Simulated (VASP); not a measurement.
# AlGa3Sb2 (P6/mmm) in VASP: notebook, part 2 of 2

VASP 6.6.1. The steps go on from the part before.

## (3) Single point, PBE

This run uses another cell than the first one, of 35.22 Å³/atom.

The input, INCAR:

```
SYSTEM = AlGa3Sb2
  ALGO = Fast
  EDIFF = 1E-6
  ENCUT = 520
  GGA = PE
  ISIF = 2
  ISMEAR = 0
  LASPH = .True.
  LCHARG = .True.
  LELF = .True.
  LREAL = .False.
  LVHAR = .True.
  LWAVE = .False.
  NBANDS = 35
  NELM = 80
  PREC = Accurate
  SIGMA = 0.1
```

The input, KPOINTS:

```
k-points
0
Gamma
  12 12 6
  0 0 0
```

The input, POSCAR:

```
AlGa3Sb2
1.0
    5.5201808723      0.0000000000      0.0000000000
   -2.7600904361      4.7806168689      0.0000000000
    0.0000000000      0.0000000000      8.0077220446
Al Ga Sb
1 3 2
Direct
    0.0000000000      0.0000000000      0.5000000000
    0.5000000000      0.0000000000      0.5000000000
    0.0000000000      0.5000000000      0.5000000000
    0.5000000000      0.5000000000      0.5000000000
    0.0000000000      0.0000000000      0.8333342811
    0.0000000000      0.0000000000      0.1666657189
```

Potentials or basis: VASP PAW PBE potentials, release 64 (Al, Ga_d, Sb).

Run with:

```
> cat potpaw_PBE.64/Al/POTCAR potpaw_PBE.64/Ga_d/POTCAR potpaw_PBE.64/Sb/POTCAR > POTCAR
> mpirun -np 1 vasp_std > vasp.out
```

OUTCAR:

```text
SYSTEM = AlGa3Sb2
   EDIFF = 1E-6
   ENCUT = 520
   GGA = PE
   ISIF = 2
   ISMEAR = 0
   LASPH = .True.
   LREAL = .False.
   NELM = 80
   PREC = Accurate

 ion  position               nearest neighbor table
   1  0.000  0.000  0.500-   5 2.67   6 2.67   3 2.76   3 2.76   2 2.76   2 2.76   4 2.76   4 2.76

   2  0.500  0.000  0.500-   4 2.76   4 2.76   1 2.76   1 2.76   3 2.76   3 2.76
   3  0.000  0.500  0.500-   1 2.76   1 2.76   4 2.76   4 2.76   2 2.76   2 2.76
   4  0.500  0.500  0.500-   2 2.76   2 2.76   3 2.76   3 2.76   1 2.76   1 2.76
   5  0.000  0.000  0.833-   6 2.67   1 2.67
   6  0.000  0.000  0.167-   5 2.67   1 2.67

  LATTYP: Found a hexagonal cell.
 ALAT       =     5.5201808723
 C/A-ratio  =     1.4506267512

  Lattice vectors:

 A1 = (   5.5201808723,   0.0000000000,   0.0000000000)
 A2 = (  -2.7600904361,   4.7806168689,   0.0000000000)
 A3 = (   0.0000000000,   0.0000000000,   8.0077220446)

Analysis of symmetry for initial positions (statically):
=====================================================================
 Subroutine PRICEL returns:
 Original cell was already a primitive cell.

 Routine SETGRP: Setting up the symmetry group for a
 hexagonal supercell.

 Subroutine GETGRP returns: Found 24 space group operations
 (whereof 24 operations were pure point group operations)
 out of a pool of 24 trial point group operations.

The static configuration has the point symmetry D_6h.

Analysis of symmetry for dynamics (positions and initial velocities):
=====================================================================
 Subroutine PRICEL returns:
 Original cell was already a primitive cell.

 Routine SETGRP: Setting up the symmetry group for a
 hexagonal supercell.

 Subroutine GETGRP returns: Found 24 space group operations
 (whereof 24 operations were pure point group operations)
 out of a pool of 24 trial point group operations.

The dynamic configuration has the point symmetry D_6h.

 Subroutine INISYM returns: Found 24 space group operations
 (whereof 24 operations are pure point group operations),
[... 128 lines left out ...]
   LORBIT       =      0    0 simple, 1 ext, 2 COOP (PROOUT), +10 PAW based schemes
   GGA     = PE    functional components
   LHFCALC =     F    Hartree Fock is set to
   AEXX    =    0.0000 exact exchange contribution
   IVDW    =     0    specifies the selected vdW correction
   LEPSILON=     F    determine dielectric tensor
   LRPA    =     F    only Hartree local field effects (RPA)
 non-spin polarized calculation
 RMM-DIIS sequential band-by-band and
 Gauss-broadening in eV      SIGMA  =   0.10
  energy-cutoff  :      520.00
  volume of cell :      211.32
 maximum number of plane-waves:      5718
 NGX is ok and might be reduce to    42
   NGX = 21   NGY = 21   NGZ = 29

 number of electron      52.0000016 magnetization

 Free energy of the ion-electron system (eV)
  ---------------------------------------------------
  ext. energy  EPLUGINS =         0.00000000
  ---------------------------------------------------
  free energy    TOTEN  =       -17.95959658 eV

  energy without entropy =      -17.94385603  energy(sigma->0) =      -17.95172630

 E-fermi :   2.3910     XC(G=0):  -7.7881

 val. band max:        2.3748687166   @ k =   0.3333   0.0000   0.5000
 cond. band min:       2.4018284434   @ k =   0.3333   0.0000   0.0000
 fundamental gap:      0.0269597267
 Fermi energy:         2.3910100776

 k-point     1 :       0.0000    0.0000    0.0000
  band No.  band energies     occupation
      1     -12.8365      2.00000
      2     -12.7464      2.00000
      3     -12.7464      2.00000
      4     -12.6894      2.00000
      5     -12.6761      2.00000
      6     -12.6098      2.00000
[... 901 lines left out ...]
     34       6.6434      0.00000
     35       6.9474      0.00000

 [... further k-points ...]

------------------------ aborting loop because EDIFF is reached ----------------------------------------

  FORCE on cell =-STRESS in cart. coord.  units (eV):
  Direction    XX          YY          ZZ          XY          YZ          ZX
  --------------------------------------------------------------------------------------
  -------------------------------------------------------------------------------------
  Total        0.0520493      0.0520493      0.1527553      0.0000000      0.0000000     -0.0000000
  in kB        0.3946204      0.3946204      1.1581391      0.0000000      0.0000000     -0.0000000
  external PRESSURE =       0.6491266 kB  Pullay stress =       0.0000000 kB

 VOLUME and BASIS-vectors are now :
 -----------------------------------------------------------------------------
  energy-cutoff  :      520.00
  volume of cell :      211.32
      direct lattice vectors                 reciprocal lattice vectors
     5.520180872  0.000000000  0.000000000     0.181153484  0.104589013  0.000000000
    -2.760090436  4.780616869  0.000000000     0.000000000  0.209178026  0.000000000
     0.000000000  0.000000000  8.007722045     0.000000000  0.000000000  0.124879459

 POSITION                                       TOTAL-FORCE (eV/Angst)
 -----------------------------------------------------------------------------------
      0.00000      0.00000      4.00386        -0.000000     -0.000000      0.000000
      2.76009      0.00000      4.00386        -0.000000     -0.000000      0.000000
     -1.38005      2.39031      4.00386        -0.000000     -0.000000      0.000000
      1.38005      2.39031      4.00386        -0.000000     -0.000000      0.000000
      0.00000      0.00000      6.67311         0.000000      0.000000     -0.004454
      0.00000      0.00000      1.33461         0.000000     -0.000000      0.004454
 -----------------------------------------------------------------------------------
    total drift:                                0.000000      0.000000     -0.000000

  FREE ENERGIE OF THE ION-ELECTRON SYSTEM (eV)
  ---------------------------------------------------
  free  energy   TOTEN  =       -17.9595965785 eV

  energy  without entropy=      -17.9438560296  energy(sigma->0) =      -17.95172630
```

OSZICAR:

```text
N       E                     dE             d eps       ncg     rms          rms(c)
DAV:   1     0.349176951682E+03    0.34918E+03   -0.23127E+04  5394   0.172E+03
DAV:   2     0.268764458150E+02   -0.32230E+03   -0.31191E+03  5844   0.426E+02
DAV:   3    -0.164881016129E+02   -0.43365E+02   -0.42493E+02  6722   0.132E+02
DAV:   4    -0.182902285016E+02   -0.18021E+01   -0.17860E+01  5752   0.278E+01
DAV:   5    -0.183585545767E+02   -0.68326E-01   -0.68238E-01  7994   0.513E+00    0.374E+00
RMM:   6    -0.180277058592E+02    0.33085E+00   -0.35631E-01  6795   0.329E+00    0.207E+00
RMM:   7    -0.179659165783E+02    0.61789E-01   -0.15232E-01  6978   0.213E+00    0.814E-01
RMM:   8    -0.179578593785E+02    0.80572E-02   -0.36160E-02  7849   0.974E-01    0.148E-01
RMM:   9    -0.179588573912E+02   -0.99801E-03   -0.60932E-03  8335   0.449E-01    0.942E-02
RMM:  10    -0.179594474929E+02   -0.59010E-03   -0.10039E-03  8292   0.169E-01    0.282E-02
RMM:  11    -0.179595617649E+02   -0.11427E-03   -0.29797E-04  8374   0.830E-02    0.107E-02
RMM:  12    -0.179595925820E+02   -0.30817E-04   -0.93649E-05  7193   0.458E-02    0.333E-03
RMM:  13    -0.179595959714E+02   -0.33894E-05   -0.21900E-05  6558   0.239E-02    0.200E-03
RMM:  14    -0.179595965785E+02   -0.60705E-06   -0.49217E-06  5418   0.155E-02
   1 F= -.17959597E+02 E0= -.17951726E+02  d E =-.157405E-01
```

Run time: 4.7 min. Hardware: 1 thread of Intel Xeon 6975P-C (Granite Rapids), shared host; peak memory 0.66 GiB.

What came out:

```yaml
Free_energy: -17.9596 eV
Pressure: 0.1 GPa
Largest_force: 0.004 eV/Å
Band_gap_on_the_k_mesh: zero (bands 26 and 27 overlap by 1.96 eV)
```

Forces in eV/Å, atoms in the order of the input:
```
Al   0.000  0.000  0.000
Ga   0.000  0.000  0.000
Ga   0.000  0.000  0.000
Ga   0.000  0.000  0.000
Sb   0.000  0.000 -0.004
Sb   0.000  0.000  0.004
```

Stress tensor (GPa, compression positive):
```
0.04 0.00 0.00
0.00 0.04 0.00
0.00 0.00 0.12
```

Caveat: spin-orbit coupling is left out, which moves the levels of the heavy elements.

The gap in the log of VASP goes by the Fermi energy; the results here count the filled bands.